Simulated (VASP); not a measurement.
# AlGaN2 (P-4m2) in VASP: single point with r2SCAN

Aim: the single point of AlGaN2 with r2SCAN.

Everything below comes from runs of VASP 6.6.1. Logs are shortened: lines on timing, memory, paths and dates and some standing lists are left out, and cuts for length are marked.

## Step 1: The cell of the first run

It takes space group P-4m2 (No. 115, tetragonal). Conventional cell: a = 3.141 Å, b = 3.141 Å, c = 4.424 Å, α = 90.00°, β = 90.00°, γ = 90.00°. Within 2.5 Å of Al (site symmetry -4m2) lie 4 N at 1.89 Å. Ga (site symmetry -4m2) has 4 N at 1.95 Å within 2.6 Å. N (site symmetry 2mm) has 2 Al at 1.89 Å and 2 Ga at 1.95 Å within 2.5 Å.

## Step 2: Single point, r2SCAN

POSCAR

```
AlGaN2
1.0
    3.1408770487      0.0000000000      0.0000000000
    0.0000000000      3.1408770487      0.0000000000
    0.0000000000      0.0000000000      4.4238379400
Al Ga N
1 1 2
Direct
    0.5000000000      0.5000000000      0.5000000000
    0.0000000000      0.0000000000      0.0000000000
    0.5000000000      0.0000000000      0.7382648100
    0.0000000000      0.5000000000      0.2617351900
```

INCAR.step1

```
SYSTEM = AlGaN2
PREC = Accurate
ENCUT = 520
ISMEAR = 0
SIGMA = 0.05
LREAL = .False.
LASPH = .True.
NELM = 80
NBANDS = 21
GGA = PE
ALGO = Normal
EDIFF = 1E-4
LWAVE = .True.
LCHARG = .False.
```

INCAR.step2

```
SYSTEM = AlGaN2
PREC = Accurate
ENCUT = 520
EDIFF = 1E-6
ISMEAR = 0
SIGMA = 0.05
LREAL = .False.
LASPH = .True.
NELM = 80
ALGO = Normal
ISIF = 2
LWAVE = .False.
LCHARG = .True.
METAGGA = R2SCAN
LMIXTAU = .True.
LELF = .True.
LVHAR = .True.
NBANDS = 21
ISTART = 1
```

KPOINTS

```
regular mesh
0
Gamma
  8 8 6
  0 0 0
```

Potentials or basis: VASP PAW PBE potentials, release 64 (Al, Ga_d, N).

Launch:

```
$ cat potpaw_PBE.64/Al/POTCAR potpaw_PBE.64/Ga_d/POTCAR potpaw_PBE.64/N/POTCAR > POTCAR
$ cp INCAR.step1 INCAR
$ mpirun -np 1 vasp_std > vasp.out
$ cp INCAR.step2 INCAR
$ mpirun -np 1 vasp_std > vasp.out
```

OUTCAR:

```text
SYSTEM = AlGaN2
   PREC = Accurate
   ENCUT = 520
   EDIFF = 1E-6
   ISMEAR = 0
   LREAL = .False.
   LASPH = .True.
   NELM = 80
   ISIF = 2
   METAGGA = R2SCAN
   ISTART = 1

 ion  position               nearest neighbor table
   1  0.500  0.500  0.500-   3 1.89   4 1.89   3 1.89   4 1.89   2 3.13   2 3.13   2 3.13   2 3.13
                             2 3.13   2 3.13   2 3.13   2 3.13
   2  0.000  0.000  0.000-   3 1.95   4 1.95   4 1.95   3 1.95   1 3.13   1 3.13   1 3.13   1 3.13
                             1 3.13   1 3.13   1 3.13   1 3.13
   3  0.500  0.000  0.738-   1 1.89   1 1.89   2 1.95   2 1.95
   4  0.000  0.500  0.262-   1 1.89   1 1.89   2 1.95   2 1.95

  LATTYP: Found a simple tetragonal cell.
 ALAT       =     3.1408770487
 C/A-ratio  =     1.4084721788

  Lattice vectors:

 A1 = (   3.1408770487,   0.0000000000,   0.0000000000)
 A2 = (   0.0000000000,   3.1408770487,   0.0000000000)
 A3 = (   0.0000000000,   0.0000000000,   4.4238379400)

Analysis of symmetry for initial positions (statically):
=====================================================================
 Subroutine PRICEL returns:
 Original cell was already a primitive cell.

 Routine SETGRP: Setting up the symmetry group for a
 simple tetragonal supercell.

 Subroutine GETGRP returns: Found  8 space group operations
 (whereof  8 operations were pure point group operations)
 out of a pool of 16 trial point group operations.

The static configuration has the point symmetry D_2d.

Analysis of symmetry for dynamics (positions and initial velocities):
=====================================================================
 Subroutine PRICEL returns:
 Original cell was already a primitive cell.

 Routine SETGRP: Setting up the symmetry group for a
 simple tetragonal supercell.

 Subroutine GETGRP returns: Found  8 space group operations
 (whereof  8 operations were pure point group operations)
 out of a pool of 16 trial point group operations.

The dynamic configuration has the point symmetry D_2d.

 Subroutine INISYM returns: Found  8 space group operations
 (whereof  8 operations are pure point group operations),
 and found     1 'primitive' translations

----------------------------------------------------------------------------------------

                                     Primitive cell

  volume of cell :      43.6416

  direct lattice vectors                    reciprocal lattice vectors
     3.140877049  0.000000000  0.000000000     0.318382409  0.000000000  0.000000000
     0.000000000  3.140877049  0.000000000     0.000000000  0.318382409  0.000000000
     0.000000000  0.000000000  4.423837940     0.000000000  0.000000000  0.226048064

  length of vectors
     3.140877049  3.140877049  4.423837940     0.318382409  0.318382409  0.226048064

  position of ions in fractional coordinates (direct lattice)
     0.500000000  0.500000000  0.500000000
     0.000000000  0.000000000  0.000000000
     0.500000000  0.000000000  0.738264810
     0.000000000  0.500000000  0.261735190

  ion indices of the primitive-cell ions
   primitive index   ion index
                 1           1
                 2           2
                 3           3
                 4           4

----------------------------------------------------------------------------------------

 KPOINTS: regular mesh

Automatic generation of k-mesh.
 Grid dimensions read from file:
 generate k-points for:    8    8    6

 Generating k-lattice:

  Cartesian coordinates                     Fractional coordinates (reciprocal lattice)
     0.039797801  0.000000000  0.000000000     0.125000000  0.000000000  0.000000000
     0.000000000  0.039797801  0.000000000     0.000000000  0.125000000  0.000000000
     0.000000000  0.000000000  0.037674677     0.000000000  0.000000000  0.166666667

  Length of vectors
     0.039797801  0.039797801  0.037674677

  Shift w.r.t. Gamma in fractional coordinates (k-lattice)
     0.000000000  0.000000000  0.000000000

 Subroutine IBZKPT returns following result:
 ===========================================

 Found     60 irreducible k-points:

 Following reciprocal coordinates:
            Coordinates               Weight
  0.000000  0.000000  0.000000      1.000000
  0.125000  0.000000  0.000000      4.000000
  0.250000  0.000000  0.000000      4.000000
  0.375000  0.000000  0.000000      4.000000
  0.500000  0.000000  0.000000      2.000000
  0.125000  0.125000  0.000000      4.000000
[... 16 lines left out ...]
  0.375000  0.125000  0.166667     16.000000
  0.500000  0.125000  0.166667      8.000000
 [... further k-points ...]
   k-points           NKPTS =     60   k-points in BZ     NKDIM =     60   number of bands    NBANDS=     21
   number of dos      NEDOS =    301   number of ions     NIONS =      4
   total plane-waves  NPLWV =  20736
   dimension x,y,z NGX =    24 NGY =   24 NGZ =   36
   dimension x,y,z NGXF=    48 NGYF=   48 NGZF=   72
   ions per type =               1   1   2
   NGX,Y,Z   is equivalent  to a cutoff of  12.70, 12.70, 13.53 a.u.
   NGXF,Y,Z  is equivalent  to a cutoff of  25.41, 25.41, 27.06 a.u.
 SYSTEM =  AlGaN2
   PREC   = accura    normal or accurate (medium, high low for compatibility)
   ISTART =      1    job   : 0-new  1-cont  2-samecut
   ICHARG =      0    charge: 1-file 2-atom 10-const
   ISPIN  =      1    spin polarized calculation?
   LNONCOLLINEAR =      F non collinear calculations
   LSORBIT =      F    spin-orbit coupling
   LASPH  =      T    aspherical Exc in radial PAW
   ENCUT  =  520.0 eV  38.22 Ry    6.18 a.u.   5.84  5.84  8.23*2*pi/ulx,y,z
   NELM   =     80;   NELMIN=  2; NELMDL=  0     # of ELM steps
   EDIFF  = 0.1E-05   stopping-criterion for ELM
   LREAL  =      F    real-space projection
   EDIFFG = 0.1E-04   stopping-criterion for IOM
   NSW    =      0    number of steps for IOM
   IBRION =     -1    ionic relax: 0-MD 1-quasi-New 2-CG
   NFREE  =      0    steps in history (QN), initial steepest desc. (CG)
   ISIF   =      2    stress and relaxation
   ISYM   =      2    0-nonsym 1-usesym 2-fastsym
   POTIM  = 0.5000    time-step for ionic-motion
   TEBEG  =    0.0;   TEEND  =   0.0 temperature during run
   PSTRESS=    0.0 pullay stress
   NELECT =      26.0000    total number of electrons
   NUPDOWN=      -1.0000    fix difference up-down
   EMIN   =  10.00;   EMAX   =-10.00  energy-range for DOS
   EFERMI =   0.00;   METHOD = LEGACY
   ISMEAR =     0;   SIGMA  =   0.05  broadening in eV -4-tet -1-fermi 0-gaus
   EFERMI_NEDOS =   21; number of points for ismear=-14 and -15
   IALGO  =     38    algorithm
   IMIX   =      4    mixing-type and parameters
     AMIX     =   0.40;   BMIX     =  1.00
     AMIX_MAG =   1.60;   BMIX_MAG =  1.00
  volume/ion in A,a.u.               =      10.91        73.63
  Fermi-wavevector in a.u.,A,eV,Ry     =   1.377523  2.603141 25.818009  1.897570
  Thomas-Fermi vector in A             =   2.502669
   LORBIT       =      0    0 simple, 1 ext, 2 COOP (PROOUT), +10 PAW based schemes
   METAGGA = R2SCAN    functional components
   LHFCALC =     F    Hartree Fock is set to
   AEXX    =    0.0000 exact exchange contribution
   IVDW    =     0    specifies the selected vdW correction
   LEPSILON=     F    determine dielectric tensor
   LRPA    =     F    only Hartree local field effects (RPA)
 non-spin polarized calculation
 Gauss-broadening in eV      SIGMA  =   0.05
  energy-cutoff  :      520.00
  volume of cell :       43.64
 maximum number of plane-waves:      1208
 NGX is ok and might be reduce to    24
   NGX = 11   NGY = 11   NGZ = 17

 number of electron      25.9999980 magnetization

 Free energy of the ion-electron system (eV)
  ---------------------------------------------------
  ext. energy  EPLUGINS =         0.00000000
  ---------------------------------------------------
  free energy    TOTEN  =       -41.07530856 eV

  energy without entropy =      -41.07530856  energy(sigma->0) =      -41.07530856

 E-fermi :   5.6266     XC(G=0): -12.0674

 val. band max:        5.3792528176   @ k =   0.0000   0.0000   0.0000
 cond. band min:       8.7398020111   @ k =   0.0000   0.0000   0.0000
 fundamental gap:      3.3605491935
 Fermi energy:         5.6265550219

 k-point     1 :       0.0000    0.0000    0.0000
  band No.  band energies     occupation
      1     -10.9040      2.00000
      2      -9.3100      2.00000
      3      -7.9491      2.00000
      4      -7.9491      2.00000
      5      -7.8782      2.00000
      6      -7.7249      2.00000
[... 13 lines left out ...]
     20      19.1765      0.00000
     21      21.4310      0.00000

 k-point     2 :       0.1250    0.0000    0.0000
  band No.  band energies     occupation
      1     -10.7708      2.00000
      2      -9.3122      2.00000
      3      -7.9556      2.00000
      4      -7.9464      2.00000
      5      -7.8560      2.00000
      6      -7.7361      2.00000
[... 13 lines left out ...]
     20      18.9740      0.00000
     21      20.9187      0.00000

 k-point     3 :       0.2500    0.0000    0.0000
  band No.  band energies     occupation
      1     -10.4127      2.00000
      2      -9.3331      2.00000
      3      -7.9398      2.00000
      4      -7.9387      2.00000
      5      -7.7837      2.00000
      6      -7.7632      2.00000
[... 13 lines left out ...]
     20      18.4019      0.00000
     21      19.7818      0.00000

 k-point     4 :       0.3750    0.0000    0.0000
  band No.  band energies     occupation
      1      -9.9645      2.00000
      2      -9.4051      2.00000
      3      -7.9330      2.00000
      4      -7.8913      2.00000
      5      -7.7902      2.00000
      6      -7.6043      2.00000
[... 13 lines left out ...]
     20      18.0430      0.00000
     21      18.7751      0.00000

 k-point     5 :       0.5000    0.0000    0.0000
  band No.  band energies     occupation
      1      -9.6650      2.00000
      2      -9.5344      2.00000
      3      -7.9300      2.00000
      4      -7.8689      2.00000
      5      -7.8013      2.00000
      6      -7.3466      2.00000
[... 13 lines left out ...]
     20      18.1381      0.00000
     21      18.2380      0.00000

 k-point     6 :       0.1250    0.1250    0.0000
  band No.  band energies     occupation
      1     -10.6422      2.00000
      2      -9.3110      2.00000
      3      -7.9635      2.00000
      4      -7.9341      2.00000
      5      -7.8364      2.00000
      6      -7.7471      2.00000
[... 13 lines left out ...]
     20      18.7598      0.00000
     21      19.5906      0.00000

 k-point     7 :       0.2500    0.1250    0.0000
  band No.  band energies     occupation
      1     -10.2995      2.00000
      2      -9.3223      2.00000
      3      -7.9563      2.00000
      4      -7.9035      2.00000
      5      -7.7912      2.00000
      6      -7.7473      2.00000
[... 13 lines left out ...]
     20      18.3608      0.00000
     21      18.8308      0.00000
[... 291 lines left out ...]
      1      -9.6725      2.00000
      2      -9.5130      2.00000
      3      -7.9314      2.00000
      4      -7.8556      2.00000
      5      -7.8011      2.00000
      6      -7.3436      2.00000
[... 13 lines left out ...]
     20      17.6570      0.00000
     21      17.9423      0.00000

 k-point    21 :       0.1250    0.1250    0.1667
  band No.  band energies     occupation
      1     -10.5381      2.00000
      2      -9.3553      2.00000
      3      -7.9683      2.00000
      4      -7.9240      2.00000
      5      -7.8359      2.00000
      6      -7.7470      2.00000
[... 13 lines left out ...]
     20      18.2038      0.00000
     21      19.8742      0.00000

 k-point    22 :       0.2500    0.1250    0.1667
  band No.  band energies     occupation
      1     -10.2198      2.00000
      2      -9.3532      2.00000
      3      -7.9588      2.00000
      4      -7.8853      2.00000
      5      -7.7901      2.00000
      6      -7.7433      2.00000
[... 13 lines left out ...]
     20      18.3458      0.00000
     21      19.1081      0.00000

 k-point    23 :       0.3750    0.1250    0.1667
  band No.  band energies     occupation
      1      -9.8424      2.00000
      2      -9.3921      2.00000
      3      -7.9407      2.00000
      4      -7.8455      2.00000
      5      -7.8104      2.00000
      6      -7.5352      2.00000
[... 13 lines left out ...]
     20      18.3858      0.00000
     21      18.6978      0.00000

 k-point    24 :       0.5000    0.1250    0.1667
  band No.  band energies     occupation
      1      -9.6196      2.00000
      2      -9.4696      2.00000
      3      -7.9339      2.00000
      4      -7.8291      2.00000
      5      -7.8230      2.00000
      6      -7.2747      2.00000
[... 13 lines left out ...]
     20      18.4227      0.00000
     21      18.4571      0.00000

 [... further k-points ...]
[... 5 lines left out ...]
  --------------------------------------------------------------------------------------
  -------------------------------------------------------------------------------------
  Total       -0.0234862     -0.0234862     -0.0014331      0.0000000      0.0000000      0.0000000
  in kB       -0.8622265     -0.8622265     -0.0526122      0.0000000      0.0000000      0.0000000
  external PRESSURE =      -0.5923551 kB  Pullay stress =       0.0000000 kB

 VOLUME and BASIS-vectors are now :
 -----------------------------------------------------------------------------
  energy-cutoff  :      520.00
  volume of cell :       43.64
      direct lattice vectors                 reciprocal lattice vectors
     3.140877049  0.000000000  0.000000000     0.318382409  0.000000000  0.000000000
     0.000000000  3.140877049  0.000000000     0.000000000  0.318382409  0.000000000
     0.000000000  0.000000000  4.423837940     0.000000000  0.000000000  0.226048064

 POSITION                                       TOTAL-FORCE (eV/Angst)
 -----------------------------------------------------------------------------------
      1.57044      1.57044      2.21192        -0.000000     -0.000000      0.000000
      0.00000      0.00000      0.00000        -0.000000      0.000000      0.000000
      1.57044      0.00000      3.26596        -0.000000      0.000000      0.002956
      0.00000      1.57044      1.15787         0.000000      0.000000     -0.002956
 -----------------------------------------------------------------------------------
    total drift:                               -0.000000      0.000000     -0.000000

  FREE ENERGIE OF THE ION-ELECTRON SYSTEM (eV)
  ---------------------------------------------------
  free  energy   TOTEN  =       -41.0753085557 eV

  energy  without entropy=      -41.0753085557  energy(sigma->0) =      -41.07530856
```

Wall time 4.5 min (1 thread of Intel Xeon 8259CL, shared host); peak memory 0.2 GiB.

What came out:

* Free energy: -41.0753 eV
* Pressure: -0.1 GPa
* Band gap on the k mesh: 3.36 eV

Forces on the atoms (eV/Å):
```
Al   0.000  0.000  0.000
Ga   0.000  0.000  0.000
N    0.000  0.000  0.003
N    0.000  0.000 -0.003
```

Stress tensor (GPa, compression positive):
```
-0.09  0.00  0.00
 0.00 -0.09  0.00
 0.00  0.00 -0.01
```

Levels at points of the mesh, in eV from the valence-band top:
```tsv
k point	band 11	band 12	band 13	band 14	band 15	band 16
(0.00, 0.00, 0.00)	-0.23	0.00	0.00	3.36	4.10	8.37
(0.50, 0.00, 0.00)	-2.90	-1.06	-0.66	7.75	7.81	8.74
(0.50, 0.50, 0.00)	-2.31	-2.31	-2.30	3.84	3.84	6.98
(0.00, 0.00, 0.50)	-1.63	-0.99	-0.99	5.83	5.99	8.68
(0.50, 0.00, 0.50)	-0.91	-0.61	-0.54	5.80	7.29	10.02
(0.50, 0.50, 0.50)	-3.34	-3.23	-3.23	6.78	6.78	9.57
```

Caveat: the PAW data sets were made with another functional, which shifts forces and pressure a little. A k mesh can miss the band edges.
